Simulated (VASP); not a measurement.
Wanted: the native input for a VASP 6.6.1 run.

| Item | Value |
| --- | --- |
| Task | single point |
| Functional | r2SCAN |
| Dispersion | D3(BJ) |
| Potentials or basis | VASP PAW PBE potentials, release 64 (Ca_sv, Se) |
| Cutoff | 520 eV |
| k mesh | 6 × 6 × 6 |
| Occupations | gaussian, width 0.05 eV |
| Spin | no spin polarisation |
| Dipole correction | no |
| Further INCAR settings | ALGO = Normal; EDIFF = 1e-06; NBANDS = 15 |

CaSe:

```
Ca Se
1.0
     0.00000    3.27951    3.27951
     3.27951    0.00000    3.27951
     3.27951    3.27951    0.00000
Ca Se
1 1
Direct
  0.00000 0.00000 0.00000
  0.25000 0.25000 0.25000
```

One way to write it, as run:

POSCAR

```
CaSe
1.0
    0.0000000000      3.2795060436      3.2795060436
    3.2795060436      0.0000000000      3.2795060436
    3.2795060436      3.2795060436      0.0000000000
Ca Se
1 1
Direct
    0.0000000000      0.0000000000      0.0000000000
    0.2500000000      0.2500000000      0.2500000000
```

INCAR.step1

```
ALGO = Normal
EDIFF = 1E-4
ENCUT = 520
GGA = PE
ISMEAR = 0
LASPH = T
LCHARG = F
LREAL = F
LWAVE = T
NBANDS = 15
NELM = 60
PREC = Accurate
SIGMA = 0.05
```

INCAR.step2

```
ALGO = Normal
EDIFF = 1E-6
ENCUT = 520
ISIF = 2
ISMEAR = 0
ISTART = 1
IVDW = 12
LASPH = T
LCHARG = F
LMIXTAU = T
LREAL = F
LWAVE = F
METAGGA = R2SCAN
NBANDS = 15
NELM = 60
PREC = Accurate
SIGMA = 0.05
VDW_A1 = 0.49484001
VDW_A2 = 5.73083694
VDW_S6 = 1.0
VDW_S8 = 0.78981345
```

KPOINTS

```
k-points
0
Gamma
  6 6 6
```

Potentials or basis: VASP PAW PBE potentials, release 64 (Ca_sv, Se).

Launch:

```console
$ cat potpaw_PBE.64/Ca_sv/POTCAR potpaw_PBE.64/Se/POTCAR > POTCAR
$ cp INCAR.step1 INCAR
$ mpirun -np 1 vasp_std > vasp.out
$ cp INCAR.step2 INCAR
$ mpirun -np 1 vasp_std > vasp.out
```

It gave:

```json
{"Pressure": "-0.4 GPa", "Band gap on the k mesh": "3.69 eV, indirect (least direct gap 3.78 eV)", "Dispersion energy per atom": "-0.123 eV"}
```

Caveat: three body term missing; the PAW data sets were made with another functional, which shifts forces and pressure a little.

Run time: 77 s on 1 thread of Intel(R) Xeon(R) Platinum 8124M CPU @ 3.00GHz (Skylake/Cascade Lake), with other jobs on the host, peak memory 0.22 GiB.
